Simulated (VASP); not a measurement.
# Si31C32 (a cell with a defect) in VASP: further runs

Runs on Si31C32 (a cell with a defect). Level: PBEsol. Tasks: single point.

All numbers are computed with VASP 6.6.1; they aren't measurements. Logs are shortened: lines on timing, memory, paths and dates and some standing lists are left out, and cuts for length are marked.

**1. The cell of the first run**

The cell holds a defect, 63 atoms: a = 8.714 Å, b = 8.714 Å, c = 8.714 Å, α = 90.00°, β = 90.00°, γ = 90.00°.

**2. Single point, PBEsol, collinear spin**

INCAR

```
SYSTEM = Si31C32
  PREC = Accurate
  ENCUT = 520
  EDIFF = 1E-6
  ISMEAR = -1
  SIGMA = 0.05
  LREAL = Auto
  LASPH = .True.
  NELM = 200
  ALGO = Normal
  ISIF = 2
  LWAVE = .False.
  LCHARG = .True.
  ISPIN = 2
  MAGMOM = 0 0 0 0 0 0 0 0 0 0 0 0 0 0 0 0 0 0 0 0 0 0 0 0 0 0 0 0 0 0 0 0 0 0 0 0 0 0 0.75 0 0.75 0 0 0 0 0 0 0 0 0.75 0 0 0 0 0 0 0 0 0 0.75 0 0 0
  LORBIT = 11
  GGA = PS
  LELF = .True.
  LVHAR = .True.
  NBANDS = 167
  NELECT = 253.0
  ISYM = -1
  GGA_COMPAT = .False.
```

KPOINTS

```
explicit points
1
Reciprocal
  0.25000000   0.25000000   0.25000000 1
```

POSCAR

```
Si31C32
1.0
    8.7137060000      0.0000000000      0.0000000000
    0.0000000000      8.7137060000      0.0000000000
    0.0000000000      0.0000000000      8.7137060000
Si C
31 32
Direct
    0.0001160000      0.9997200000      0.0002970000
    0.9998610000      0.9995100000      0.5006260000
    0.9998850000      0.5000420000      0.0000790000
    0.0002990000      0.4996700000      0.5003020000
    0.5004590000      0.9995030000      0.0000110000
    0.5000740000      0.9999400000      0.5002790000
    0.5000570000      0.4996830000      0.0005390000
    0.2503350000      0.2499350000      0.0000620000
    0.2511810000      0.2508300000      0.5004900000
    0.2498230000      0.7495490000      0.0008220000
    0.2514630000      0.7484040000      0.5009110000
    0.7499330000      0.2494710000      0.0008060000
    0.7487790000      0.2510900000      0.5009070000
    0.7498850000      0.7495140000      0.9995820000
    0.7493850000      0.7490050000      0.4989950000
    0.2503140000      0.9994970000      0.2504880000
    0.2498410000      0.0002580000      0.7501260000
    0.2511630000      0.4999250000      0.2513970000
    0.2514990000      0.5002940000      0.7490120000
    0.7499320000      0.0002620000      0.2499960000
    0.7498970000      0.9989900000      0.7501080000
    0.7487600000      0.5003180000      0.2517020000
    0.7494160000      0.4983690000      0.7495910000
    0.9998270000      0.2499780000      0.2505000000
    0.0006280000      0.2494790000      0.7501250000
    0.0006230000      0.7495180000      0.2500090000
    0.9993970000      0.7495510000      0.7501280000
    0.5003120000      0.2507880000      0.2513660000
    0.5006780000      0.2511380000      0.7489730000
    0.5006450000      0.7484320000      0.2516980000
    0.4987700000      0.7489580000      0.7495780000
    0.1253210000      0.1249610000      0.1255020000
    0.1244590000      0.1241100000      0.6250520000
    0.1244420000      0.6244930000      0.1246530000
    0.1249650000      0.6253460000      0.6259270000
    0.6248920000      0.1240860000      0.1246010000
    0.6256990000      0.1246110000      0.6259040000
    0.6257070000      0.6253560000      0.1251620000
    0.6363690000      0.6359380000      0.6365300000
    0.3751280000      0.3747580000      0.1252710000
    0.3658280000      0.3654800000      0.6353470000
    0.3753770000      0.8756200000      0.1247390000
    0.3748560000      0.8756050000      0.6258410000
    0.8759340000      0.3750440000      0.1247660000
    0.8759660000      0.3744640000      0.6258310000
    0.8752440000      0.8748440000      0.1251750000
    0.8754270000      0.8750670000      0.6251420000
    0.3751460000      0.1247390000      0.3753060000
    0.3754260000      0.1242250000      0.8761000000
    0.3657890000      0.6348170000      0.3660010000
    0.3748320000      0.6252500000      0.8761810000
    0.8759510000      0.1242320000      0.3755520000
    0.8752540000      0.1246150000      0.8753990000
    0.8759740000      0.6252380000      0.3750520000
    0.8754480000      0.6245630000      0.8756130000
    0.1250530000      0.3747900000      0.3753000000
    0.1246050000      0.3750200000      0.8761530000
    0.1245740000      0.8755860000      0.3755980000
    0.1250230000      0.8748660000      0.8754330000
    0.6352150000      0.3653730000      0.3659520000
    0.6256360000      0.3744840000      0.8761550000
    0.6256140000      0.8756360000      0.3750150000
    0.6249530000      0.8750280000      0.8756010000
```

Potentials or basis: VASP PAW PBE potentials, release 64 (Si, C).

On the command line:

```sh
cat potpaw_PBE.64/Si/POTCAR potpaw_PBE.64/C/POTCAR > POTCAR
mpirun -np 1 vasp_std > vasp.out
```

OUTCAR:

```text
SYSTEM = Si31C32
   PREC = Accurate
   ENCUT = 520
   EDIFF = 1E-6
   ISMEAR = -1
   LREAL = Auto
   LASPH = .True.
   NELM = 200
   ISIF = 2
   ISPIN = 2
   LORBIT = 11
   GGA = PS
   NELECT = 253.0
   ISYM = -1

 ion  position               nearest neighbor table
   1  0.000  1.000  0.000-  59 1.88  46 1.88  53 1.88  32 1.89  10 3.08  20 3.08  17 3.08  26 3.08
                            25 3.08  12 3.08  27 3.08  16 3.08  21 3.08   8 3.08  14 3.08  24 3.08
   2  1.000  1.000  0.501-  47 1.88  33 1.88  58 1.88  52 1.88  21 3.08  27 3.08  25 3.08  17 3.08
                            20 3.08  16 3.08  24 3.08  26 3.08  15 3.09   9 3.10  13 3.10  11 3.10
   3  1.000  0.500  0.000-  55 1.88  34 1.88  44 1.88  57 1.88  26 3.08  10 3.08  27 3.08  14 3.08
                            24 3.08  25 3.08  12 3.08   8 3.08  23 3.09  18 3.10  19 3.10  22 3.10
   4  0.000  0.500  0.500-  56 1.88  45 1.89  54 1.89  35 1.89  24 3.08  27 3.08   9 3.08  18 3.08
                            11 3.08  19 3.08  25 3.08  13 3.08  26 3.08  22 3.08  23 3.08  15 3.08
   5  0.500  1.000  0.000-  63 1.88  36 1.88  49 1.88  42 1.88  21 3.08  14 3.08  12 3.08  20 3.08
                            17 3.08   8 3.08  10 3.08  16 3.08  31 3.09  28 3.10  29 3.10  30 3.10
   6  0.500  1.000  0.500-  48 1.89  62 1.89  43 1.89  37 1.89  16 3.08  21 3.08  28 3.08   9 3.08
                            13 3.08  29 3.08  17 3.08  30 3.08  20 3.08  11 3.08  15 3.08  31 3.08
   7  0.500  0.500  0.001-  40 1.88  51 1.89  61 1.89  38 1.89   8 3.08  14 3.08  28 3.08  18 3.08
                            22 3.08  30 3.08  12 3.08  19 3.08  10 3.08  29 3.08  31 3.08  23 3.08
   8  0.250  0.250  0.000-  57 1.89  49 1.89  40 1.89  32 1.89   7 3.08  17 3.08  25 3.08   1 3.08
                             5 3.08   3 3.08  16 3.09  24 3.09  28 3.09  18 3.09  19 3.09  29 3.09
   9  0.251  0.251  0.500-  41 1.84  48 1.89  56 1.89  33 1.90  29 3.07  19 3.07  18 3.07  28 3.07
[... 63 lines left out ...]
  50  0.366  0.635  0.366-  30 1.83  11 1.83  18 1.84
  51  0.375  0.625  0.876-  10 1.88  31 1.88   7 1.89  19 1.89
  52  0.876  0.124  0.376-   2 1.88  24 1.88  20 1.89  13 1.91
  53  0.875  0.125  0.875-   1 1.88  25 1.89  12 1.89  21 1.89
  54  0.876  0.625  0.375-  26 1.88  15 1.88   4 1.89  22 1.89
  55  0.875  0.625  0.876-   3 1.88  27 1.88  14 1.88  23 1.90
  56  0.125  0.375  0.375-   4 1.88  24 1.89  18 1.89   9 1.89
  57  0.125  0.375  0.876-   3 1.88   8 1.89  25 1.89  19 1.91
  58  0.125  0.876  0.376-   2 1.88  16 1.89  26 1.89  11 1.91
  59  0.125  0.875  0.875-   1 1.88  10 1.89  17 1.89  27 1.89
  60  0.635  0.365  0.366-  22 1.83  13 1.83  28 1.84
  61  0.626  0.374  0.876-  12 1.88  23 1.88   7 1.89  29 1.89
  62  0.626  0.876  0.375-  20 1.88  15 1.88   6 1.89  30 1.89
  63  0.625  0.875  0.876-   5 1.88  21 1.88  14 1.88  31 1.90

IMPORTANT INFORMATION: All symmetrisations will be switched off!
NOSYMM: (Re-)initialisation of all symmetry stuff for point group C_1.

----------------------------------------------------------------------------------------

                                     Primitive cell

  volume of cell :     661.6201

  direct lattice vectors                    reciprocal lattice vectors
     8.713706000  0.000000000  0.000000000     0.114761733  0.000000000  0.000000000
     0.000000000  8.713706000  0.000000000     0.000000000  0.114761733  0.000000000
     0.000000000  0.000000000  8.713706000     0.000000000  0.000000000  0.114761733

  length of vectors
     8.713706000  8.713706000  8.713706000     0.114761733  0.114761733  0.114761733

  position of ions in fractional coordinates (direct lattice)
     0.000116000  0.999720000  0.000297000
     0.999861000  0.999510000  0.500626000
     0.999885000  0.500042000  0.000079000
     0.000299000  0.499670000  0.500302000
     0.500459000  0.999503000  0.000011000
     0.500074000  0.999940000  0.500279000
[... 55 lines left out ...]
     0.625614000  0.875636000  0.375015000
     0.624953000  0.875028000  0.875601000

  ion indices of the primitive-cell ions
   primitive index   ion index
                 1           1
                 2           2
                 3           3
                 4           4
                 5           5
                 6           6
[... 55 lines left out ...]
                62          62
                63          63

----------------------------------------------------------------------------------------

 KPOINTS: explicit points

Read explicit list of k-points.

 Found      1 k-points:

[... 27 lines left out ...]
   ISIF   =      2    stress and relaxation
   ISYM   =     -1    0-nonsym 1-usesym 2-fastsym
   POTIM  = 0.5000    time-step for ionic-motion
   TEBEG  =    0.0;   TEEND  =   0.0 temperature during run
   PSTRESS=    0.0 pullay stress
   NELECT =     253.0000    total number of electrons
   NUPDOWN=      -1.0000    fix difference up-down
   EMIN   =  10.00;   EMAX   =-10.00  energy-range for DOS
   EFERMI =   0.00;   METHOD = LEGACY
   ISMEAR =    -1;   SIGMA  =   0.05  broadening in eV -4-tet -1-fermi 0-gaus
   EFERMI_NEDOS =   21; number of points for ismear=-14 and -15
   IALGO  =     38    algorithm
   IMIX   =      4    mixing-type and parameters
     AMIX     =   0.40;   BMIX     =  1.00
     AMIX_MAG =   1.60;   BMIX_MAG =  1.00
  volume/ion in A,a.u.               =      10.50        70.87
  Fermi-wavevector in a.u.,A,eV,Ry     =   1.188262  2.245489 19.210962  1.411966
  Thomas-Fermi vector in A             =   2.324395
   LORBIT       =     11    0 simple, 1 ext, 2 COOP (PROOUT), +10 PAW based schemes
   GGA     = PS    functional components
   LHFCALC =     F    Hartree Fock is set to
   AEXX    =    0.0000 exact exchange contribution
   IVDW    =     0    specifies the selected vdW correction
   LEPSILON=     F    determine dielectric tensor
   LRPA    =     F    only Hartree local field effects (RPA)
 spin polarized calculation
  energy-cutoff  :      520.00
  volume of cell :      661.62
 maximum number of plane-waves:     17779
 NGX is ok and might be reduce to    64
   NGX = 33   NGY = 33   NGZ = 33

 number of electron     252.9999971 magnetization       2.9819854

 Free energy of the ion-electron system (eV)
  ---------------------------------------------------
  ext. energy  EPLUGINS =         0.00000000
  ---------------------------------------------------
  free energy    TOTEN  =      -487.16095080 eV

  energy without entropy =     -487.15544325  energy(sigma->0) =     -487.15819703

 E-fermi :   8.5367     XC(G=0): -11.4172

 val. band max:        8.2674971114   @ k =   0.2500   0.2500   0.2500
 cond. band min:       8.7711562187   @ k =   0.2500   0.2500   0.2500
 fundamental gap:      0.5036591072
 Fermi energy:         8.5366512521

 spin component 1

 k-point     1 :       0.2500    0.2500    0.2500
  band No.  band energies     occupation
      1      -7.3904      1.00000
      2      -6.6270      1.00000
      3      -6.6265      1.00000
      4      -6.4913      1.00000
      5      -5.8593      1.00000
      6      -5.8588      1.00000
[... 130 lines left out ...]
    137      11.9810      0.00000
    138      12.0492      0.00000
 Fermi energy:         8.5366512521

 spin component 2

 k-point     1 :       0.2500    0.2500    0.2500
  band No.  band energies     occupation
      1      -7.3535      1.00000
      2      -6.5912      1.00000
      3      -6.5906      1.00000
      4      -6.4434      1.00000
      5      -5.8228      1.00000
      6      -5.8224      1.00000
[... 130 lines left out ...]
    137      12.0088      0.00000
    138      12.0777      0.00000
 [bands above 138 left out]

------------------------ aborting loop because EDIFF is reached ----------------------------------------

  FORCE on cell =-STRESS in cart. coord.  units (eV):
  Direction    XX          YY          ZZ          XY          YZ          ZX
  --------------------------------------------------------------------------------------
  -------------------------------------------------------------------------------------
  Total       15.0619454     15.0621606     15.0555836     -3.5051961     -3.5424816     -3.5684075
  in kB       36.4739622     36.4744833     36.4585564     -8.4881724     -8.5784630     -8.6412450
  external PRESSURE =      36.4690006 kB  Pullay stress =       0.0000000 kB

 VOLUME and BASIS-vectors are now :
 -----------------------------------------------------------------------------
  energy-cutoff  :      520.00
  volume of cell :      661.62
      direct lattice vectors                 reciprocal lattice vectors
     8.713706000  0.000000000  0.000000000     0.114761733  0.000000000  0.000000000
     0.000000000  8.713706000  0.000000000     0.000000000  0.114761733  0.000000000
     0.000000000  0.000000000  8.713706000     0.000000000  0.000000000  0.114761733

 POSITION                                       TOTAL-FORCE (eV/Angst)
 -----------------------------------------------------------------------------------
      0.00101      8.71127      0.00259        -0.002488      0.001450     -0.002631
      8.71249      8.70944      4.36231         0.002021      0.003446      0.002720
      8.71270      4.35722      0.00069        -0.000613      0.009858     -0.003380
      0.00261      4.35398      4.35948        -0.000118      0.008461     -0.004963
      4.36085      8.70938      0.00010         0.002939      0.001242      0.004110
      4.35750      8.71318      4.35928        -0.002319      0.001447     -0.003944
[... 55 lines left out ...]
      5.45142      7.63003      3.26777         0.004884     -0.011466      0.002187
      5.44566      7.62474      7.62973        -0.005120     -0.003670      0.000321
 -----------------------------------------------------------------------------------
    total drift:                                0.006702      0.016523     -0.002525

  FREE ENERGIE OF THE ION-ELECTRON SYSTEM (eV)
  ---------------------------------------------------
  free  energy   TOTEN  =      -487.1609508001 eV

  energy  without entropy=     -487.1554432515  energy(sigma->0) =     -487.15819703

 total charge

# of ion       s       p       d       tot
------------------------------------------
    1        0.710   0.979   0.000   1.690
    2        0.713   0.987   0.000   1.700
    3        0.713   0.988   0.000   1.701
    4        0.710   0.976   0.000   1.686
    5        0.713   0.988   0.000   1.700
    6        0.710   0.976   0.000   1.686
[... 55 lines left out ...]
   62        0.834   1.705   0.000   2.539
   63        0.834   1.703   0.000   2.538
--------------------------------------------------
tot         48.830  84.526   0.000 133.356

 magnetization (x)

# of ion       s       p       d       tot
------------------------------------------
    1       -0.000  -0.000   0.000  -0.000
    2        0.002   0.009   0.000   0.011
    3        0.002   0.009   0.000   0.011
    4       -0.000   0.000   0.000  -0.000
    5        0.002   0.009   0.000   0.011
    6       -0.000   0.000   0.000  -0.000
[... 55 lines left out ...]
   62        0.000   0.003   0.000   0.003
   63        0.004   0.017   0.000   0.021
--------------------------------------------------
tot          0.114   1.382   0.000   1.496
```

It took 6.1 min on 1 thread of AMD EPYC 9R45 (Zen 5), shared host; peak memory 0.92 GiB.

What came out:

| Quantity | Value |
| --- | --- |
| Free energy | -487.1610 eV |
| Largest force | 0.036 eV/Å |
| Net moment | 2.98 μB per cell |
| Site moments | Si -0.00, +0.01, -0.01 (each value once); C +0.00, +0.02, +0.33, +0.29, +0.03 (each value once) μB |
| Valence electrons inside the program's atomic spheres | Si 1.69, 1.70 (each value once); C 2.53, 2.54, 2.47 (each value once) |

Forces on the atoms (eV/Å):
```
Si  -0.002  0.001 -0.003
Si   0.002  0.003  0.003
Si  -0.001  0.010 -0.003
Si   0.000  0.008 -0.005
Si   0.003  0.001  0.004
Si  -0.002  0.001 -0.004
Si   0.003  0.005 -0.008
Si   0.010  0.009 -0.007
Si   0.012  0.011 -0.005
Si   0.012 -0.010  0.001
Si   0.015 -0.010  0.001
Si  -0.009  0.008 -0.003
Si  -0.011  0.014 -0.003
Si  -0.006 -0.010 -0.003
Si  -0.019 -0.017  0.002
Si   0.010 -0.001  0.016
Si   0.010  0.001 -0.013
Si   0.013  0.000  0.008
Si   0.009  0.008 -0.017
Si  -0.010 -0.003  0.012
Si  -0.010  0.003 -0.015
Si  -0.008  0.006  0.008
Si  -0.024  0.017 -0.020
Si   0.003  0.007  0.008
Si   0.002  0.006 -0.010
Si  -0.002 -0.005  0.017
Si  -0.003 -0.014 -0.015
Si  -0.002  0.009  0.006
Si   0.006  0.012 -0.015
Si   0.010 -0.010  0.007
Si   0.012 -0.017 -0.021
C   -0.001 -0.001  0.004
C    0.013  0.008  0.000
C    0.015 -0.001  0.009
C    0.000  0.004  0.006
C   -0.005  0.009  0.016
C    0.008 -0.003  0.009
C    0.000  0.005  0.009
C   -0.011 -0.005 -0.004
C   -0.002 -0.005  0.007
C    0.012  0.006 -0.017
C    0.000 -0.017  0.012
C   -0.004 -0.010 -0.002
C   -0.012 -0.001  0.011
C   -0.003 -0.005  0.001
C   -0.001 -0.001  0.002
C   -0.002 -0.005 -0.002
C   -0.006 -0.007  0.002
C   -0.008  0.016 -0.007
C    0.011 -0.016  0.016
C   -0.001  0.001 -0.005
C   -0.014  0.010  0.002
C   -0.002  0.001  0.005
C   -0.007  0.001 -0.003
C   -0.012  0.004 -0.004
C    0.003 -0.008  0.004
C    0.011 -0.003 -0.011
C    0.015 -0.017 -0.007
C   -0.002  0.001  0.001
C   -0.017  0.012  0.020
C   -0.001 -0.003  0.000
C    0.005 -0.011  0.002
C   -0.005 -0.004  0.000
```

Caveat: the cell carries a net charge on a neutralising background, which shifts energy and pressure; the cell is charged against a uniform background, so pressure and absolute levels hang on convention; the PAW data sets were made with another functional, which shifts forces and pressure a little.

(Part 1 of 2 ends here.)
